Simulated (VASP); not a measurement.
# Ru (P2_1/m) in VASP: single point with PBE

Aim: the single point of Ru with PBE.

All numbers are computed with VASP 6.6.1; they aren't measurements. Logs are shortened: lines on timing, memory, paths and dates and some standing lists are left out, and cuts for length are marked.

## Step 1: The cell of the first run

The structure is monoclinic, space group P2_1/m (No. 11). Conventional cell: a = 2.706 Å, b = 4.282 Å, c = 2.706 Å, α = 90.00°, β = 120.00°, γ = 90.00°. Within 3.3 Å of Ru (site symmetry m) lie 12 Ru at 2.51 to 2.82 Å.

## Step 2: Single point, PBE (atom 1 (Ru) moved by (-0.300, +0.000) A along x and y)

Contents of INCAR:

```
  PREC = Accurate
  ENCUT = 500
  EDIFF = 1E-6
  ISMEAR = 0
  SIGMA = 0.15
  LREAL = False
  LASPH = True
  NELM = 120
  ALGO = Normal
  ISIF = 2
  LWAVE = False
  LCHARG = False
  GGA = PE
  NBANDS = 21
  GGA_COMPAT = False
```

Contents of KPOINTS:

```
Automatic mesh
0
Gamma
  24 24 12
```

Contents of POSCAR:

```
Ru
1.0
    2.7057993342      0.0000000000      0.0000000000
   -1.3528996671      2.3432909610      0.0000000000
    0.0000000000      0.0000000000      4.2819000000
Ru
2
Direct
    0.2224603664      0.6666666667      0.2500000000
    0.6666666667      0.3333333333      0.7500000000
```

Potentials or basis: VASP PAW PBE potentials, release 64 (Ru_pv).

Command:

```sh
cat potpaw_PBE.64/Ru_pv/POTCAR > POTCAR
mpirun -np 1 vasp_std > vasp.out
```

OUTCAR:

```text
PREC = Accurate
   ENCUT = 500
   EDIFF = 1E-6
   ISMEAR = 0
   LREAL = False
   LASPH = True
   NELM = 120
   ISIF = 2
   GGA = PE

 ion  position               nearest neighbor table
   1  0.222  0.667  0.250-   2 2.51   2 2.51   2 2.67   2 2.67   2 2.82   2 2.82
   2  0.667  0.333  0.750-   1 2.51   1 2.51   1 2.67   1 2.67   1 2.82   1 2.82

  LATTYP: Found a hexagonal cell.
 ALAT       =     2.7057993342
 C/A-ratio  =     1.5824898565

  Lattice vectors:

 A1 = (   2.7057993342,   0.0000000000,   0.0000000000)
 A2 = (  -1.3528996671,   2.3432909610,   0.0000000000)
 A3 = (   0.0000000000,   0.0000000000,   4.2819000000)

Analysis of symmetry for initial positions (statically):
=====================================================================
 Subroutine PRICEL returns:
 Original cell was already a primitive cell.

 Routine SETGRP: Setting up the symmetry group for a
 hexagonal supercell.

 Subroutine GETGRP returns: Found  4 space group operations
 (whereof  1 operations were pure point group operations)
 out of a pool of 24 trial point group operations.

The static configuration has the point symmetry C_1 .
 The point group associated with its full space group is C_2h.

Analysis of symmetry for dynamics (positions and initial velocities):
=====================================================================
 Subroutine PRICEL returns:
 Original cell was already a primitive cell.

 Routine SETGRP: Setting up the symmetry group for a
 hexagonal supercell.

 Subroutine GETGRP returns: Found  4 space group operations
 (whereof  1 operations were pure point group operations)
 out of a pool of 24 trial point group operations.

The dynamic configuration has the point symmetry C_1 .
 The point group associated with its full space group is C_2h.

 Subroutine INISYM returns: Found  4 space group operations
 (whereof  1 operations are pure point group operations),
 and found     1 'primitive' translations

----------------------------------------------------------------------------------------

                                     Primitive cell

  volume of cell :      27.1493

  direct lattice vectors                    reciprocal lattice vectors
     2.705799334  0.000000000  0.000000000     0.369576556  0.213375124  0.000000000
    -1.352899667  2.343290961  0.000000000     0.000000000  0.426750249  0.000000000
     0.000000000  0.000000000  4.281900000     0.000000000  0.000000000  0.233541185

  length of vectors
     2.705799334  2.705799334  4.281900000     0.426750249  0.426750249  0.233541185

  position of ions in fractional coordinates (direct lattice)
     0.222460366  0.666666667  0.250000000
     0.666666667  0.333333333  0.750000000

  ion indices of the primitive-cell ions
   primitive index   ion index
                 1           1
                 2           2

----------------------------------------------------------------------------------------

 KPOINTS: Automatic mesh

Automatic generation of k-mesh.
 Grid dimensions read from file:
 generate k-points for:   24   24   12

 Generating k-lattice:

  Cartesian coordinates                     Fractional coordinates (reciprocal lattice)
     0.015399023  0.008890630  0.000000000     0.041666667  0.000000000  0.000000000
     0.000000000  0.017781260  0.000000000     0.000000000  0.041666667  0.000000000
     0.000000000  0.000000000  0.019461765     0.000000000  0.000000000  0.083333333

  Length of vectors
     0.017781260  0.017781260  0.019461765

  Shift w.r.t. Gamma in fractional coordinates (k-lattice)
     0.000000000  0.000000000  0.000000000

 Subroutine IBZKPT returns following result:
 ===========================================

 Found   2030 irreducible k-points:

 Following reciprocal coordinates:
            Coordinates               Weight
  0.000000  0.000000  0.000000      1.000000
  0.041667  0.000000  0.000000      2.000000
  0.000000  0.041667  0.000000      2.000000
 -0.041667  0.041667  0.000000      2.000000
  0.083333  0.000000  0.000000      2.000000
  0.000000  0.083333  0.000000      2.000000
[... 16 lines left out ...]
  0.333333  0.000000  0.000000      2.000000
  0.000000  0.333333  0.000000      2.000000
 [... further k-points ...]
   k-points           NKPTS =   2030   k-points in BZ     NKDIM =   2030   number of bands    NBANDS=     21
   number of dos      NEDOS =    301   number of ions     NIONS =      2
   total plane-waves  NPLWV =  12800
   dimension x,y,z NGX =    20 NGY =   20 NGZ =   32
   dimension x,y,z NGXF=    40 NGYF=   40 NGZF=   64
   ions per type =               2
   NGX,Y,Z   is equivalent  to a cutoff of  12.29, 12.29, 12.42 a.u.
   NGXF,Y,Z  is equivalent  to a cutoff of  24.58, 24.58, 24.85 a.u.
 SYSTEM =  unknown system
   PREC   = accura    normal or accurate (medium, high low for compatibility)
   ISTART =      0    job   : 0-new  1-cont  2-samecut
   ICHARG =      2    charge: 1-file 2-atom 10-const
   ISPIN  =      1    spin polarized calculation?
   LNONCOLLINEAR =      F non collinear calculations
   LSORBIT =      F    spin-orbit coupling
   LASPH  =      T    aspherical Exc in radial PAW
   ENCUT  =  500.0 eV  36.75 Ry    6.06 a.u.   4.93  4.93  7.81*2*pi/ulx,y,z
   NELM   =    120;   NELMIN=  2; NELMDL= -5     # of ELM steps
   EDIFF  = 0.1E-05   stopping-criterion for ELM
   LREAL  =      F    real-space projection
   EDIFFG = 0.1E-04   stopping-criterion for IOM
   NSW    =      0    number of steps for IOM
   IBRION =     -1    ionic relax: 0-MD 1-quasi-New 2-CG
   NFREE  =      0    steps in history (QN), initial steepest desc. (CG)
   ISIF   =      2    stress and relaxation
   ISYM   =      2    0-nonsym 1-usesym 2-fastsym
   POTIM  = 0.5000    time-step for ionic-motion
   TEBEG  =    0.0;   TEEND  =   0.0 temperature during run
   PSTRESS=    0.0 pullay stress
   NELECT =      28.0000    total number of electrons
   NUPDOWN=      -1.0000    fix difference up-down
   EMIN   =  10.00;   EMAX   =-10.00  energy-range for DOS
   EFERMI =   0.00;   METHOD = LEGACY
   ISMEAR =     0;   SIGMA  =   0.15  broadening in eV -4-tet -1-fermi 0-gaus
   EFERMI_NEDOS =   21; number of points for ismear=-14 and -15
   IALGO  =     38    algorithm
   IMIX   =      4    mixing-type and parameters
     AMIX     =   0.40;   BMIX     =  1.00
     AMIX_MAG =   1.60;   BMIX_MAG =  1.00
  volume/ion in A,a.u.               =      13.57        91.61
  Fermi-wavevector in a.u.,A,eV,Ry     =   1.654022  3.125649 37.222686  2.735790
  Thomas-Fermi vector in A             =   2.742361
   LORBIT       =      0    0 simple, 1 ext, 2 COOP (PROOUT), +10 PAW based schemes
   GGA     = PE    functional components
   LHFCALC =     F    Hartree Fock is set to
   AEXX    =    0.0000 exact exchange contribution
   IVDW    =     0    specifies the selected vdW correction
   LEPSILON=     F    determine dielectric tensor
   LRPA    =     F    only Hartree local field effects (RPA)
 non-spin polarized calculation
 Gauss-broadening in eV      SIGMA  =   0.15
  energy-cutoff  :      500.00
  volume of cell :       27.15
 maximum number of plane-waves:       708
   NGX =  9   NGY =  9   NGZ = 15

 number of electron      28.0000005 magnetization

 Free energy of the ion-electron system (eV)
  ---------------------------------------------------
  ext. energy  EPLUGINS =         0.00000000
  ---------------------------------------------------
  free energy    TOTEN  =       -18.16087495 eV

  energy without entropy =      -18.13992088  energy(sigma->0) =      -18.15039792

 E-fermi :  12.9137     XC(G=0): -14.1107

 val. band max:       12.9126298935   @ k =   0.4167  -0.0833  -0.3333
 cond. band min:      12.9141393174   @ k =   0.1667   0.0833   0.3333
 fundamental gap:      0.0015094240
 Fermi energy:        12.9137396577

 k-point     1 :       0.0000    0.0000    0.0000
  band No.  band energies     occupation
      1     -30.8496      2.00000
      2     -29.9231      2.00000
      3     -29.7359      2.00000
      4     -29.7096      2.00000
      5     -29.6474      2.00000
      6     -29.5985      2.00000
[... 13 lines left out ...]
     20      23.3249      0.00000
     21      23.3730      0.00000

 k-point     2 :       0.0417    0.0000    0.0000
  band No.  band energies     occupation
      1     -30.8429      2.00000
      2     -29.9346      2.00000
      3     -29.7453      2.00000
      4     -29.7100      2.00000
      5     -29.6585      2.00000
      6     -29.6021      2.00000
[... 13 lines left out ...]
     20      23.3249      0.00000
     21      23.3682      0.00000

 k-point     3 :       0.0000    0.0417    0.0000
  band No.  band energies     occupation
      1     -30.8437      2.00000
      2     -29.9309      2.00000
      3     -29.7454      2.00000
      4     -29.7157      2.00000
      5     -29.6563      2.00000
      6     -29.6013      2.00000
[... 13 lines left out ...]
     20      23.3249      0.00000
     21      23.3687      0.00000

 k-point     4 :      -0.0417    0.0417    0.0000
  band No.  band energies     occupation
      1     -30.8452      2.00000
      2     -29.9272      2.00000
      3     -29.7531      2.00000
      4     -29.7179      2.00000
      5     -29.6499      2.00000
      6     -29.5996      2.00000
[... 13 lines left out ...]
     20      23.3249      0.00000
     21      23.3692      0.00000

 k-point     5 :       0.0833    0.0000    0.0000
  band No.  band energies     occupation
      1     -30.8230      2.00000
      2     -29.9684      2.00000
      3     -29.7673      2.00000
      4     -29.7269      2.00000
      5     -29.6803      2.00000
      6     -29.6131      2.00000
[... 13 lines left out ...]
     20      23.3249      0.00000
     21      23.3574      0.00000
[... 382 lines left out ...]
     20      23.3247      0.00000
     21      23.3299      0.00000

 k-point    22 :      -0.2917    0.2917    0.0000
  band No.  band energies     occupation
      1     -30.6738      2.00000
      2     -30.2891      2.00000
      3     -30.1234      2.00000
      4     -30.0223      2.00000
      5     -29.7404      2.00000
      6     -29.6499      2.00000
[... 13 lines left out ...]
     20      23.3247      0.00000
     21      23.3288      0.00000

 k-point    23 :       0.3333    0.0000    0.0000
  band No.  band energies     occupation
      1     -30.4800      2.00000
      2     -30.4293      2.00000
      3     -30.2630      2.00000
      4     -29.9595      2.00000
      5     -29.8323      2.00000
      6     -29.7508      2.00000
[... 13 lines left out ...]
     20      23.3240      0.00000
     21      23.3253      0.00000

 k-point    24 :       0.0000    0.3333    0.0000
  band No.  band energies     occupation
      1     -30.5422      2.00000
      2     -30.3954      2.00000
      3     -30.2361      2.00000
      4     -29.9799      2.00000
      5     -29.7873      2.00000
      6     -29.7660      2.00000
[... 13 lines left out ...]
     20      23.3244      0.00000
     21      23.3265      0.00000

 [... further k-points ...]

------------------------ aborting loop because EDIFF is reached ----------------------------------------

  FORCE on cell =-STRESS in cart. coord.  units (eV):
  Direction    XX          YY          ZZ          XY          YZ          ZX
  --------------------------------------------------------------------------------------
  -------------------------------------------------------------------------------------
  Total        0.9827333      1.1340230      2.3278269      0.9045475      0.0000000      0.0000000
  in kB       57.9946503     66.9228035    137.3734933     53.3806210      0.0000000      0.0000000
  external PRESSURE =      87.4303157 kB  Pullay stress =       0.0000000 kB

 VOLUME and BASIS-vectors are now :
 -----------------------------------------------------------------------------
  energy-cutoff  :      500.00
  volume of cell :       27.15
      direct lattice vectors                 reciprocal lattice vectors
     2.705799334  0.000000000  0.000000000     0.369576556  0.213375124  0.000000000
    -1.352899667  2.343290961  0.000000000     0.000000000  0.426750249  0.000000000
     0.000000000  0.000000000  4.281900000     0.000000000  0.000000000  0.233541185

 POSITION                                       TOTAL-FORCE (eV/Angst)
 -----------------------------------------------------------------------------------
     -0.30000      1.56219      1.07048         2.002851     -0.167047      0.000000
      1.35290      0.78110      3.21143        -2.002851      0.167047      0.000000
 -----------------------------------------------------------------------------------
    total drift:                                0.000001     -0.000016      0.000000

  FREE ENERGIE OF THE ION-ELECTRON SYSTEM (eV)
  ---------------------------------------------------
  free  energy   TOTEN  =       -18.1608749486 eV

  energy  without entropy=      -18.1399208840  energy(sigma->0) =      -18.15039792
```

Run time: 13 min. Hardware: 1 thread of Oxide Virtual Turin-like, shared host; peak memory 0.82 GiB.

Results:

```
Free energy            : -18.1609 eV
Pressure               : 8.7 GPa
Largest force          : 2.010 eV/Å
Band gap on the k mesh : zero (bands 14 and 15 overlap by 2.97 eV)
```

Forces in eV/Å, atoms in the order of the input:
```
Ru   2.003 -0.167  0.000
Ru  -2.003  0.167  0.000
```

Caveat: the cell differs from its parent crystal (atom 1 (Ru) moved by (-0.300, +0.000) A along x and y); the stress differs along the axes, from 6 to 14 GPa; forces of over 1 eV/Å act on the atoms, so gaps and moduli don't describe the material at rest.
